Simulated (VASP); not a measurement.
The system is Pb.

```
Pb
1.0
     3.45640    0.00000    0.00000
    -1.72820    2.99333    0.00000
     0.00000    0.00000    5.59937
Pb
2
Direct
  0.33333 0.66667 0.25000
  0.66667 0.33333 0.75000
```

This isn't the form of Pb at room conditions, which is fcc.

| Item | Value |
| --- | --- |
| Program | VASP 6.6.1 |
| Task | relaxation of cell and atoms |
| Functional | LDA |
| Potentials or basis | VASP PAW LDA potentials, release 64 (Pb_d) |
| Cutoff | 600 eV |
| k mesh | 14 × 14 × 8 |
| Occupations | fermi-dirac, width 0.05 eV |
| Spin | no spin polarisation |

At the start: pressure 0.0 GPa; volume 28.97 Å³/atom.

Question: How do energy, volume and symmetry change on relaxing?

Answer: Over 17 steps the energy falls by 3.0 meV/atom and the volume is 28.91 Å³/atom (-0.2 %); space group P6_3/mmc (No. 194, to 0.1 Å) before and after.

The path:
| step | energy change (eV) | largest force (eV/Å) | pressure (GPa) | volume (Å³) |
| --- | --- | --- | --- | --- |
| 1 | 0.0000 | 0.0000 | 0.00 | 57.93 |
| 2 | -0.0040 | 0.0000 | -0.06 | 57.93 |
| 3 | -0.0059 | 0.0000 | -0.10 | 57.92 |
| 4 | -0.0060 | 0.0000 | -0.10 | 57.93 |
| 5 | -0.0060 | 0.0000 | -0.10 | 57.93 |
| 6 | -0.0060 | 0.0000 | -0.11 | 57.93 |
| 7 | -0.0060 | 0.0000 | 0.07 | 57.73 |
| 8 | -0.0061 | 0.0000 | 0.06 | 57.81 |
| 9 | -0.0061 | 0.0000 | 0.00 | 57.86 |
| 10 | -0.0061 | 0.0000 | -0.03 | 57.85 |
| 11 | -0.0061 | 0.0000 | -0.04 | 57.84 |
| 12 | -0.0061 | 0.0000 | -0.03 | 57.84 |
| 13 | -0.0061 | 0.0000 | -0.03 | 57.85 |
| 14 | -0.0061 | 0.0000 | -0.04 | 57.83 |
| 15 | -0.0061 | 0.0000 | 0.02 | 57.78 |
| 16 | -0.0061 | 0.0000 | 0.03 | 57.81 |
| 17 | -0.0061 | 0.0000 | 0.00 | 57.82 |

Final structure:
```
Pb
1.0
     3.41975    0.00000    0.00000
    -1.70988    2.96159    0.00000
     0.00000    0.00000    5.70913
Pb
2
Direct
  0.33333 0.66667 0.25000
  0.66667 0.33333 0.75000
```
